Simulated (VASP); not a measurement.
# Pt (Fm-3m) in VASP: further runs

The runs below take Pt through single point, relaxation of cell and atoms, with PBE.

All numbers are computed with VASP 6.6.1; they aren't measurements. Logs are shortened: lines on timing, memory, paths and dates and some standing lists are left out, and cuts for length are marked.

## (1) The cell of the first run

It takes space group Fm-3m (No. 225, cubic). The conventional cell has a = 3.967 Å, b = 3.967 Å, c = 3.967 Å, α = 90.00°, β = 90.00°, γ = 90.00°. Pt (site symmetry m-3m) has 12 Pt at 2.81 Å within 3.7 Å.

## (2) Single point, PBE

INCAR reads:

```
SYSTEM = Pt
PREC     = Accurate       ! precision mode
ENCUT    = 500            ! plane-wave cutoff, eV
EDIFF    = 1E-6           ! SCF threshold, eV
ISMEAR   = 0              ! smearing method
SIGMA    = 0.1            ! smearing width, eV
LREAL    = .FALSE.        ! projectors in reciprocal space
LASPH    = .TRUE.         ! aspherical terms in the spheres
NELM     = 120            ! most SCF steps
ALGO     = Normal         ! electronic algorithm
ISIF     = 2              ! what is computed and relaxed
LWAVE    = .FALSE.        ! write WAVECAR
LCHARG   = .FALSE.        ! write CHGCAR
GGA      = PE             ! functional
NBANDS   = 11             ! bands
GGA_COMPAT= .FALSE.
```

KPOINTS reads:

```
regular mesh
0
G
  8 8 8
  0 0 0
```

POSCAR reads:

```
Pt
1.0
    0.0000000000      1.9836070080      1.9836070080
    1.9836070080      0.0000000000      1.9836070080
    1.9836070080      1.9836070080      0.0000000000
Pt
1
Direct
    0.0000000000      0.0000000000      0.0000000000
```

Potentials or basis: VASP PAW PBE potentials, release 64 (Pt).

Command:

```console
cat potpaw_PBE.64/Pt/POTCAR > POTCAR
mpirun -np 1 vasp_std > vasp.out
```

OUTCAR:

```text
SYSTEM = Pt
   PREC = Accurate
   ENCUT = 500
   EDIFF = 1E-6
   ISMEAR = 0
   LREAL = .FALSE.
   LASPH = .TRUE.
   NELM = 120
   ISIF = 2
   GGA = PE

 ion  position               nearest neighbor table
   1  0.000  0.000  0.000-

  LATTYP: Found a face centered cubic cell.
 ALAT       =     3.9672140160

  Lattice vectors:

 A1 = (   0.0000000000,   1.9836070080,   1.9836070080)
 A2 = (   1.9836070080,   0.0000000000,   1.9836070080)
 A3 = (   1.9836070080,   1.9836070080,   0.0000000000)

Analysis of symmetry for initial positions (statically):
=====================================================================
 Subroutine PRICEL returns:
 Original cell was already a primitive cell.

 Routine SETGRP: Setting up the symmetry group for a
 face centered cubic supercell.

 Subroutine GETGRP returns: Found 48 space group operations
 (whereof 48 operations were pure point group operations)
 out of a pool of 48 trial point group operations.

The static configuration has the point symmetry O_h .

Analysis of symmetry for dynamics (positions and initial velocities):
=====================================================================
 Subroutine PRICEL returns:
 Original cell was already a primitive cell.

 Routine SETGRP: Setting up the symmetry group for a
 face centered cubic supercell.

 Subroutine GETGRP returns: Found 48 space group operations
 (whereof 48 operations were pure point group operations)
 out of a pool of 48 trial point group operations.

The dynamic configuration has the point symmetry O_h .

 Subroutine INISYM returns: Found 48 space group operations
 (whereof 48 operations are pure point group operations),
 and found     1 'primitive' translations

----------------------------------------------------------------------------------------

                                     Primitive cell

  volume of cell :      15.6098

  direct lattice vectors                    reciprocal lattice vectors
     0.000000000  1.983607008  1.983607008    -0.252066058  0.252066058  0.252066058
     1.983607008  0.000000000  1.983607008     0.252066058 -0.252066058  0.252066058
     1.983607008  1.983607008  0.000000000     0.252066058  0.252066058 -0.252066058

  length of vectors
     2.805243933  2.805243933  2.805243933     0.436591220  0.436591220  0.436591220

  position of ions in fractional coordinates (direct lattice)
     0.000000000  0.000000000  0.000000000

  ion indices of the primitive-cell ions
   primitive index   ion index
                 1           1

----------------------------------------------------------------------------------------

 KPOINTS: regular mesh

Automatic generation of k-mesh.
 Grid dimensions read from file:
 generate k-points for:    8    8    8

 Generating k-lattice:

  Cartesian coordinates                     Fractional coordinates (reciprocal lattice)
    -0.031508257  0.031508257  0.031508257     0.125000000  0.000000000  0.000000000
     0.031508257 -0.031508257  0.031508257     0.000000000  0.125000000  0.000000000
     0.031508257  0.031508257 -0.031508257     0.000000000  0.000000000  0.125000000

  Length of vectors
     0.054573903  0.054573903  0.054573903

  Shift w.r.t. Gamma in fractional coordinates (k-lattice)
     0.000000000  0.000000000  0.000000000

 Subroutine IBZKPT returns following result:
 ===========================================

 Found     29 irreducible k-points:

 Following reciprocal coordinates:
            Coordinates               Weight
  0.000000  0.000000  0.000000      1.000000
  0.125000  0.000000  0.000000      8.000000
  0.250000  0.000000  0.000000      8.000000
  0.375000  0.000000  0.000000      8.000000
  0.500000  0.000000  0.000000      4.000000
  0.125000  0.125000  0.000000      6.000000
[... 16 lines left out ...]
  0.500000  0.250000  0.125000     48.000000
 -0.375000  0.250000  0.125000     24.000000
 [... further k-points ...]
   k-points           NKPTS =     29   k-points in BZ     NKDIM =     29   number of bands    NBANDS=     11
   number of dos      NEDOS =    301   number of ions     NIONS =      1
   total plane-waves  NPLWV =   8000
   dimension x,y,z NGX =    20 NGY =   20 NGZ =   20
   dimension x,y,z NGXF=    40 NGYF=   40 NGZF=   40
   ions per type =               1
   NGX,Y,Z   is equivalent  to a cutoff of  11.85, 11.85, 11.85 a.u.
   NGXF,Y,Z  is equivalent  to a cutoff of  23.71, 23.71, 23.71 a.u.
 SYSTEM =  Pt
   PREC   = accura    normal or accurate (medium, high low for compatibility)
   ISTART =      0    job   : 0-new  1-cont  2-samecut
   ICHARG =      2    charge: 1-file 2-atom 10-const
   ISPIN  =      1    spin polarized calculation?
   LNONCOLLINEAR =      F non collinear calculations
   LSORBIT =      F    spin-orbit coupling
   LASPH  =      T    aspherical Exc in radial PAW
   ENCUT  =  500.0 eV  36.75 Ry    6.06 a.u.   5.11  5.11  5.11*2*pi/ulx,y,z
   NELM   =    120;   NELMIN=  2; NELMDL= -5     # of ELM steps
   EDIFF  = 0.1E-05   stopping-criterion for ELM
   LREAL  =      F    real-space projection
   EDIFFG = 0.1E-04   stopping-criterion for IOM
   NSW    =      0    number of steps for IOM
   IBRION =     -1    ionic relax: 0-MD 1-quasi-New 2-CG
   NFREE  =      0    steps in history (QN), initial steepest desc. (CG)
   ISIF   =      2    stress and relaxation
   ISYM   =      2    0-nonsym 1-usesym 2-fastsym
   POTIM  = 0.5000    time-step for ionic-motion
   TEBEG  =    0.0;   TEEND  =   0.0 temperature during run
   PSTRESS=    0.0 pullay stress
   NELECT =      10.0000    total number of electrons
   NUPDOWN=      -1.0000    fix difference up-down
   EMIN   =  10.00;   EMAX   =-10.00  energy-range for DOS
   EFERMI =   0.00;   METHOD = LEGACY
   ISMEAR =     0;   SIGMA  =   0.10  broadening in eV -4-tet -1-fermi 0-gaus
   EFERMI_NEDOS =   21; number of points for ismear=-14 and -15
   IALGO  =     38    algorithm
   IMIX   =      4    mixing-type and parameters
     AMIX     =   0.40;   BMIX     =  1.00
     AMIX_MAG =   1.60;   BMIX_MAG =  1.00
  volume/ion in A,a.u.               =      15.61       105.34
  Fermi-wavevector in a.u.,A,eV,Ry     =   1.411267  2.666908 27.098379  1.991675
  Thomas-Fermi vector in A             =   2.533136
   LORBIT       =      0    0 simple, 1 ext, 2 COOP (PROOUT), +10 PAW based schemes
   GGA     = PE    functional components
   LHFCALC =     F    Hartree Fock is set to
   AEXX    =    0.0000 exact exchange contribution
   IVDW    =     0    specifies the selected vdW correction
   LEPSILON=     F    determine dielectric tensor
   LRPA    =     F    only Hartree local field effects (RPA)
 non-spin polarized calculation
 Gauss-broadening in eV      SIGMA  =   0.10
  energy-cutoff  :      500.00
  volume of cell :       15.61
 maximum number of plane-waves:       415
   NGX = 11   NGY = 11   NGZ = 11

 number of electron      10.0000002 magnetization

 Free energy of the ion-electron system (eV)
  ---------------------------------------------------
  ext. energy  EPLUGINS =         0.00000000
  ---------------------------------------------------
  free energy    TOTEN  =        -6.08655652 eV

  energy without entropy =       -6.07702869  energy(sigma->0) =       -6.08179261

 E-fermi :  10.5406     XC(G=0): -13.2918

 val. band max:       10.4098062112   @ k =  -0.3750   0.3750   0.0000
 cond. band min:      10.5487025713   @ k =  -0.2500   0.1250   0.0000
 fundamental gap:      0.1388963601
 Fermi energy:        10.5406076493

 k-point     1 :       0.0000    0.0000    0.0000
  band No.  band energies     occupation
      1       0.7800      2.00000
      2       7.0020      2.00000
      3       7.0020      2.00000
      4       7.0020      2.00000
      5       9.0313      2.00000
      6       9.0313      2.00000
      7      25.3493      0.00000
      8      30.1182      0.00000
      9      30.1182      0.00000
     10      30.1182      0.00000
     11      35.3466      0.00000

 k-point     2 :       0.1250    0.0000    0.0000
  band No.  band energies     occupation
      1       1.3709      2.00000
      2       6.7761      2.00000
      3       7.2100      2.00000
      4       7.2100      2.00000
      5       8.9391      2.00000
      6       8.9391      2.00000
      7      26.1781      0.00000
      8      27.6610      0.00000
      9      30.9996      0.00000
     10      30.9996      0.00000
     11      36.3877      0.00000

 k-point     3 :       0.2500    0.0000    0.0000
  band No.  band energies     occupation
      1       2.7708      2.00000
      2       6.6805      2.00000
      3       7.3567      2.00000
      4       7.3567      2.00000
      5       9.2049      2.00000
      6       9.2049      2.00000
      7      23.7153      0.00000
      8      26.9337      0.00000
      9      32.8673      0.00000
     10      32.8673      0.00000
     11      33.8467      0.00000

 k-point     4 :       0.3750    0.0000    0.0000
  band No.  band energies     occupation
      1       3.5722      2.00000
      2       7.0936      2.00000
      3       7.0936      2.00000
      4       8.2822      2.00000
      5      10.1060      2.00000
      6      10.1060      2.00000
      7      19.1287      0.00000
      8      25.5578      0.00000
      9      30.6919      0.00000
     10      30.6919      0.00000
     11      36.6769      0.00000
[... 239 lines left out ...]
 k-point    22 :       0.3750    0.2500    0.1250
  band No.  band energies     occupation
      1       4.0150      2.00000
      2       5.7603      2.00000
      3       6.9958      2.00000
      4       8.5740      2.00000
      5       8.6574      2.00000
      6      10.5958      0.43475
      7      23.8845      0.00000
      8      25.9989      0.00000
      9      28.3680      0.00000
     10      30.6924      0.00000
     11      34.3240      0.00000

 k-point    23 :       0.5000    0.2500    0.1250
  band No.  band energies     occupation
      1       4.8290      2.00000
      2       6.2388      2.00000
      3       6.5037      2.00000
      4       8.2986      2.00000
      5       9.8825      2.00000
      6      12.4380      0.00000
      7      19.6490      0.00000
      8      24.6993      0.00000
      9      26.6397      0.00000
     10      30.8012      0.00000
     11      34.6265      0.00000

 k-point    24 :      -0.3750    0.2500    0.1250
  band No.  band energies     occupation
      1       4.8557      2.00000
      2       6.0442      2.00000
      3       7.3400      2.00000
      4       8.0486      2.00000
      5      10.3928      1.96336
      6      14.9353      0.00000
      7      15.9032      0.00000
      8      25.0051      0.00000
      9      25.4960      0.00000
     10      29.5824      0.00000
     11      36.4249      0.00000

 [... further k-points ...]

------------------------ aborting loop because EDIFF is reached ----------------------------------------

  FORCE on cell =-STRESS in cart. coord.  units (eV):
  Direction    XX          YY          ZZ          XY          YZ          ZX
  --------------------------------------------------------------------------------------
  -------------------------------------------------------------------------------------
  Total       -0.0589900     -0.0589900     -0.0589900      0.0000000      0.0000000     -0.0000000
  in kB       -6.0546920     -6.0546920     -6.0546920      0.0000000      0.0000000     -0.0000000
  external PRESSURE =      -6.0546920 kB  Pullay stress =       0.0000000 kB

 VOLUME and BASIS-vectors are now :
 -----------------------------------------------------------------------------
  energy-cutoff  :      500.00
  volume of cell :       15.61
      direct lattice vectors                 reciprocal lattice vectors
     0.000000000  1.983607008  1.983607008    -0.252066058  0.252066058  0.252066058
     1.983607008  0.000000000  1.983607008     0.252066058 -0.252066058  0.252066058
     1.983607008  1.983607008  0.000000000     0.252066058  0.252066058 -0.252066058

 POSITION                                       TOTAL-FORCE (eV/Angst)
 -----------------------------------------------------------------------------------
      0.00000      0.00000      0.00000        -0.000000      0.000000      0.000000
 -----------------------------------------------------------------------------------
    total drift:                                0.000000     -0.000000      0.000000

  FREE ENERGIE OF THE ION-ELECTRON SYSTEM (eV)
  ---------------------------------------------------
  free  energy   TOTEN  =        -6.0865565182 eV

  energy  without entropy=       -6.0770286939  energy(sigma->0) =       -6.08179261
```

Wall time 2.7 s (1 thread of Intel Xeon 6975P-C (Granite Rapids), shared host); peak memory 0.12 GiB.

What came out:

```
Free energy            : -6.0866 eV
Pressure               : -0.6 GPa
Band gap on the k mesh : zero (bands 5 and 6 overlap by 2.09 eV)
```

Levels at points of the mesh, in eV from the Fermi level:
```tsv
k point	band 2	band 3	band 4	band 5	band 6	band 7	band 8	band 9
(0.00, 0.00, 0.00)	-3.54	-3.54	-3.54	-1.51	-1.51	14.81	19.58	19.58
(0.50, 0.00, 0.00)	-3.60	-3.60	-0.26	0.07	0.07	5.63	14.37	18.81
(0.50, 0.50, 0.00)	-6.22	0.03	0.49	0.49	1.92	8.56	11.36	11.36
```

Caveat: spin-orbit coupling is left out, which moves the levels of the heavy elements.

(Part 1 of 2 ends here.)
